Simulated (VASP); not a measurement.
# AlNi (Cm) in VASP: a series of runs

AlNi is run at these levels: PBE; tasks: single point.

Program: VASP 6.6.1. These are calculated values, not measurements. Logs are shortened: lines on timing, memory, paths and dates and some standing lists are left out, and cuts for length are marked.

### Step 1. The cell of the first run

The structure is monoclinic, space group Cm (No. 8). The conventional cell has a = 4.091 Å, b = 4.091 Å, c = 8.406 Å, α = 90.00°, β = 94.65°, γ = 90.00°. Al (site symmetry m) has 8 Ni at 2.51 Å and 6 Al at 2.68 to 2.89 Å within 3.3 Å. Within 2.4 Å of Al (site symmetry m) lie 1 Ni at 1.78 Å. Within 3.3 Å of Al (site symmetry m) lie 8 Ni at 2.51 Å and 6 Al at 2.89 Å. Ni (site symmetry m) has 1 Al at 1.78 Å within 2.4 Å. Ni (site symmetry m) has 8 Al at 2.51 Å and 6 Ni at 2.68 to 2.89 Å within 3.3 Å. Within 3.3 Å of Ni (site symmetry m) lie 8 Al at 2.51 Å and 6 Ni at 2.89 Å.

### Step 2. Single point, PBE

The input, INCAR:

```
ALGO = Fast
EDIFF = 1E-6
ENCUT = 520
GGA = PE
ISIF = 2
ISMEAR = 0
LASPH = T
LCHARG = F
LREAL = F
LWAVE = F
NBANDS = 28
NELM = 60
PREC = Accurate
SIGMA = 0.15
```

The input, KPOINTS:

```
k-points
0
Gamma
  15 15 5
```

The input, POSCAR:

```
AlNi
1.0
    0.0000000000     -2.8927237813      0.0000000000
    0.0000000000      0.0000000000     -2.8927237813
    8.3781713440     -0.4821206302     -0.4821206302
Al Ni
3 3
Direct
    0.8705240829     -0.1294759171      0.7768555023
    0.9856137870     -0.0143862130      0.0863172780
    0.9280689350     -0.0719310650      0.4315863902
    0.3417516569      0.3417516569      0.9494900584
    0.4568413610      0.4568413610      0.2589518341
    0.3992965090      0.3992965090      0.6042209463
```

Potentials or basis: VASP PAW PBE potentials, release 64 (Al, Ni).

The run is started by

```bash
$ cat potpaw_PBE.64/Al/POTCAR potpaw_PBE.64/Ni/POTCAR > POTCAR
$ mpirun -np 1 vasp_std > vasp.out
```

OUTCAR:

```text
EDIFF = 1E-6
   ENCUT = 520
   GGA = PE
   ISIF = 2
   ISMEAR = 0
   LASPH = T
   LREAL = F
   NELM = 60
   PREC = Accurate

 ion  position               nearest neighbor table
   1  0.871  0.871  0.777-   6 2.51   6 2.51   6 2.51   6 2.51   4 2.51   4 2.51   4 2.51   4 2.51
                             2 2.68   3 2.89
   2  0.986  0.986  0.086-   4 1.78   4 2.44   4 2.44   5 2.51   5 2.51   5 2.51   5 2.51   1 2.68
                             3 2.89   4 2.96
   3  0.928  0.928  0.432-   6 2.51   5 2.51   5 2.51   5 2.51   6 2.51   6 2.51   5 2.51   6 2.51
                             1 2.89   2 2.89
   4  0.342  0.342  0.949-   2 1.78   2 2.44   2 2.44   1 2.51   1 2.51   1 2.51   1 2.51   5 2.68
                             6 2.89   2 2.96
   5  0.457  0.457  0.259-   2 2.51   3 2.51   3 2.51   3 2.51   2 2.51   2 2.51   3 2.51   2 2.51
                             4 2.68   6 2.89
   6  0.399  0.399  0.604-   1 2.51   1 2.51   1 2.51   1 2.51   3 2.51   3 2.51   3 2.51   3 2.51
                             4 2.89   5 2.89

  LATTYP: Found a base centered monoclinic cell.
 ALAT       =     4.0909292037
 B/A-ratio  =     1.0000000000
 C/A-ratio  =     2.0547579051
 COS(beta)  =    -0.0811125565

  Lattice vectors:

 A1 = (   0.0000000000,   2.8927237813,   0.0000000000)
 A2 = (   0.0000000000,   0.0000000000,   2.8927237813)
 A3 = (   8.3781713440,  -0.4821206302,  -0.4821206302)

Analysis of symmetry for initial positions (statically):
=====================================================================
 Subroutine PRICEL returns:
 Original cell was already a primitive cell.

 Routine SETGRP: Setting up the symmetry group for a
 base centered monoclinic supercell.

 Subroutine GETGRP returns: Found  2 space group operations
 (whereof  2 operations were pure point group operations)
 out of a pool of  4 trial point group operations.

The static configuration has the point symmetry C_1h.

Analysis of symmetry for dynamics (positions and initial velocities):
=====================================================================
 Subroutine PRICEL returns:
 Original cell was already a primitive cell.

 Routine SETGRP: Setting up the symmetry group for a
 base centered monoclinic supercell.

 Subroutine GETGRP returns: Found  2 space group operations
 (whereof  2 operations were pure point group operations)
 out of a pool of  4 trial point group operations.

The dynamic configuration has the point symmetry C_1h.

 Subroutine INISYM returns: Found  2 space group operations
 (whereof  2 operations are pure point group operations),
 and found     1 'primitive' translations

----------------------------------------------------------------------------------------

                                     Primitive cell

  volume of cell :      70.1073

  direct lattice vectors                    reciprocal lattice vectors
     0.000000000 -2.892723781  0.000000000    -0.019892965 -0.345694949  0.000000000
     0.000000000  0.000000000 -2.892723781    -0.019892965  0.000000000 -0.345694949
     8.378171344 -0.482120630 -0.482120630     0.119357788  0.000000000  0.000000000

  length of vectors
     2.892723781  2.892723781  8.405869121     0.346266845  0.346266845  0.119357788

  position of ions in fractional coordinates (direct lattice)
     0.870524083  0.870524083  0.776855502
     0.985613787  0.985613787  0.086317278
     0.928068935  0.928068935  0.431586390
     0.341751657  0.341751657  0.949490058
     0.456841361  0.456841361  0.258951834
     0.399296509  0.399296509  0.604220946

  ion indices of the primitive-cell ions
   primitive index   ion index
                 1           1
                 2           2
                 3           3
                 4           4
                 5           5
                 6           6

----------------------------------------------------------------------------------------

 KPOINTS: k-points

Automatic generation of k-mesh.
 Grid dimensions read from file:
 generate k-points for:   15   15    5

 Generating k-lattice:

  Cartesian coordinates                     Fractional coordinates (reciprocal lattice)
    -0.001326198 -0.023046330  0.000000000     0.066666667  0.000000000  0.000000000
    -0.001326198  0.000000000 -0.023046330     0.000000000  0.066666667  0.000000000
     0.023871558  0.000000000  0.000000000     0.000000000  0.000000000  0.200000000

  Length of vectors
     0.023084456  0.023084456  0.023871558

  Shift w.r.t. Gamma in fractional coordinates (k-lattice)
     0.000000000  0.000000000  0.000000000

 Subroutine IBZKPT returns following result:
 ===========================================

 Found    304 irreducible k-points:

 Following reciprocal coordinates:
            Coordinates               Weight
  0.000000  0.000000  0.000000      1.000000
  0.066667  0.000000 -0.000000      4.000000
  0.133333  0.000000  0.000000      4.000000
  0.200000  0.000000  0.000000      4.000000
  0.266667  0.000000  0.000000      4.000000
  0.333333  0.000000  0.000000      4.000000
[... 16 lines left out ...]
  0.133333  0.133333  0.000000      2.000000
  0.200000  0.133333  0.000000      4.000000
 [... further k-points ...]
   k-points           NKPTS =    304   k-points in BZ     NKDIM =    304   number of bands    NBANDS=     28
   number of dos      NEDOS =    301   number of ions     NIONS =      6
   total plane-waves  NPLWV =  36864
   dimension x,y,z NGX =    24 NGY =   24 NGZ =   64
   dimension x,y,z NGXF=    48 NGYF=   48 NGZF=  128
   ions per type =               3   3
   NGX,Y,Z   is equivalent  to a cutoff of  13.79, 13.79, 12.66 a.u.
   NGXF,Y,Z  is equivalent  to a cutoff of  27.59, 27.59, 25.32 a.u.
 SYSTEM =  unknown system
   PREC   = accura    normal or accurate (medium, high low for compatibility)
   ISTART =      0    job   : 0-new  1-cont  2-samecut
   ICHARG =      2    charge: 1-file 2-atom 10-const
   ISPIN  =      1    spin polarized calculation?
   LNONCOLLINEAR =      F non collinear calculations
   LSORBIT =      F    spin-orbit coupling
   LASPH  =      T    aspherical Exc in radial PAW
   ENCUT  =  520.0 eV  38.22 Ry    6.18 a.u.   5.38  5.38 15.63*2*pi/ulx,y,z
   NELM   =     60;   NELMIN=  2; NELMDL= -5     # of ELM steps
   EDIFF  = 0.1E-05   stopping-criterion for ELM
   LREAL  =      F    real-space projection
   EDIFFG = 0.1E-04   stopping-criterion for IOM
   NSW    =      0    number of steps for IOM
   IBRION =     -1    ionic relax: 0-MD 1-quasi-New 2-CG
   NFREE  =      0    steps in history (QN), initial steepest desc. (CG)
   ISIF   =      2    stress and relaxation
   ISYM   =      2    0-nonsym 1-usesym 2-fastsym
   POTIM  = 0.5000    time-step for ionic-motion
   TEBEG  =    0.0;   TEEND  =   0.0 temperature during run
   PSTRESS=    0.0 pullay stress
   NELECT =      39.0000    total number of electrons
   NUPDOWN=      -1.0000    fix difference up-down
   EMIN   =  10.00;   EMAX   =-10.00  energy-range for DOS
   EFERMI =   0.00;   METHOD = LEGACY
   ISMEAR =     0;   SIGMA  =   0.15  broadening in eV -4-tet -1-fermi 0-gaus
   EFERMI_NEDOS =   21; number of points for ismear=-14 and -15
   IALGO  =     68    algorithm
   IMIX   =      4    mixing-type and parameters
     AMIX     =   0.40;   BMIX     =  1.00
     AMIX_MAG =   1.60;   BMIX_MAG =  1.00
  volume/ion in A,a.u.               =      11.68        78.85
  Fermi-wavevector in a.u.,A,eV,Ry     =   1.346404  2.544334 24.664683  1.812803
  Thomas-Fermi vector in A             =   2.474238
   LORBIT       =      0    0 simple, 1 ext, 2 COOP (PROOUT), +10 PAW based schemes
   GGA     = PE    functional components
   LHFCALC =     F    Hartree Fock is set to
   AEXX    =    0.0000 exact exchange contribution
   IVDW    =     0    specifies the selected vdW correction
   LEPSILON=     F    determine dielectric tensor
   LRPA    =     F    only Hartree local field effects (RPA)
 non-spin polarized calculation
 RMM-DIIS sequential band-by-band and
 Gauss-broadening in eV      SIGMA  =   0.15
  energy-cutoff  :      520.00
  volume of cell :       70.11
 maximum number of plane-waves:      1912
 NGX is ok and might be reduce to    24
   NGX = 11   NGY = 11   NGZ = 31

 number of electron      39.0000005 magnetization

 Free energy of the ion-electron system (eV)
  ---------------------------------------------------
  ext. energy  EPLUGINS =         0.00000000
  ---------------------------------------------------
  free energy    TOTEN  =       -29.12942556 eV

  energy without entropy =      -29.10391533  energy(sigma->0) =      -29.11667044

 E-fermi :  10.3122     XC(G=0): -12.1314

 val. band max:       10.3106784717   @ k =   0.2667   0.1333   0.2000
 cond. band min:      10.3142683808   @ k =  -0.3333   0.0667   0.0000
 fundamental gap:      0.0035899091
 Fermi energy:        10.3122373303

 k-point     1 :       0.0000    0.0000    0.0000
  band No.  band energies     occupation
      1      -0.9730      2.00000
      2       1.0747      2.00000
      3       1.3021      2.00000
      4       5.7531      2.00000
      5       6.2253      2.00000
      6       6.5082      2.00000
[... 20 lines left out ...]
     27      18.3529      0.00000
     28      18.4285      0.00000

 k-point     2 :       0.0667    0.0000   -0.0000
  band No.  band energies     occupation
      1      -0.8915      2.00000
      2       1.1413      2.00000
      3       1.3860      2.00000
      4       5.7880      2.00000
      5       6.2519      2.00000
      6       6.5159      2.00000
[... 20 lines left out ...]
     27      18.3987      0.00000
     28      18.7595      0.00000

 k-point     3 :       0.1333    0.0000    0.0000
  band No.  band energies     occupation
      1      -0.6479      2.00000
      2       1.3430      2.00000
      3       1.6322      2.00000
      4       5.8880      2.00000
      5       6.3162      2.00000
      6       6.5246      2.00000
[... 616 lines left out ...]
      3       1.9977      2.00000
      4       6.0075      2.00000
      5       6.4379      2.00000
      6       6.5344      2.00000
[... 20 lines left out ...]
     27      17.7108      0.00000
     28      19.7419      0.00000

 k-point    24 :       0.2000    0.1333    0.0000
  band No.  band energies     occupation
      1       0.0765      2.00000
      2       1.8999      2.00000
      3       2.3930      2.00000
      4       6.1489      2.00000
      5       6.4815      2.00000
      6       6.5472      2.00000
[... 20 lines left out ...]
     27      18.0745      0.00000
     28      18.8850      0.00000

 [... further k-points ...]
[... 5 lines left out ...]
  --------------------------------------------------------------------------------------
  -------------------------------------------------------------------------------------
  Total       10.0869385      6.3516644      6.3516644      7.1143573      4.7536908      7.1143572
  in kB      230.5190303    145.1559888    145.1559888    162.5859774    108.6371454    162.5859754
  external PRESSURE =     173.6103360 kB  Pullay stress =       0.0000000 kB

 VOLUME and BASIS-vectors are now :
 -----------------------------------------------------------------------------
  energy-cutoff  :      520.00
  volume of cell :       70.11
      direct lattice vectors                 reciprocal lattice vectors
     0.000000000 -2.892723781  0.000000000    -0.019892965 -0.345694949  0.000000000
     0.000000000  0.000000000 -2.892723781    -0.019892965  0.000000000 -0.345694949
     8.378171344 -0.482120630 -0.482120630     0.119357788  0.000000000  0.000000000

 POSITION                                       TOTAL-FORCE (eV/Angst)
 -----------------------------------------------------------------------------------
      6.50863     -2.89272     -2.89272        -0.613825     -0.114158     -0.114158
      0.72318     -2.89272     -2.89272         7.144928      5.547263      5.547263
      3.61590     -2.89272     -2.89272         0.016168      0.034829      0.034829
      7.95499     -1.44636     -1.44636        -6.817459     -5.544171     -5.544171
      2.16954     -1.44636     -1.44636         0.322037      0.113300      0.113300
      5.06227     -1.44636     -1.44636        -0.051849     -0.037063     -0.037063
 -----------------------------------------------------------------------------------
    total drift:                                0.000097      0.000234      0.000234

  FREE ENERGIE OF THE ION-ELECTRON SYSTEM (eV)
  ---------------------------------------------------
  free  energy   TOTEN  =       -29.1294255611 eV

  energy  without entropy=      -29.1039153265  energy(sigma->0) =      -29.11667044
```

Run time: 8.8 min. Hardware: 1 thread of Oxide Virtual Turin-like, shared host; peak memory 0.52 GiB.

Results:

```
Free energy   : -29.1294 eV
Pressure      : 17.4 GPa
Largest force : 10.611 eV/Å
```

Forces in eV/Å, atoms in the order of the input:
```
Al  -0.614 -0.114 -0.114
Al   7.145  5.547  5.547
Al   0.016  0.035  0.035
Ni  -6.817 -5.544 -5.544
Ni   0.322  0.113  0.113
Ni  -0.052 -0.037 -0.037
```

Caveat: forces of over 1 eV/Å act on the atoms, so gaps and moduli don't describe the material at rest. Spin polarisation is off, so any magnetic state and its effect on volume and gap are missing.

(Part 1 of 2 ends here.)
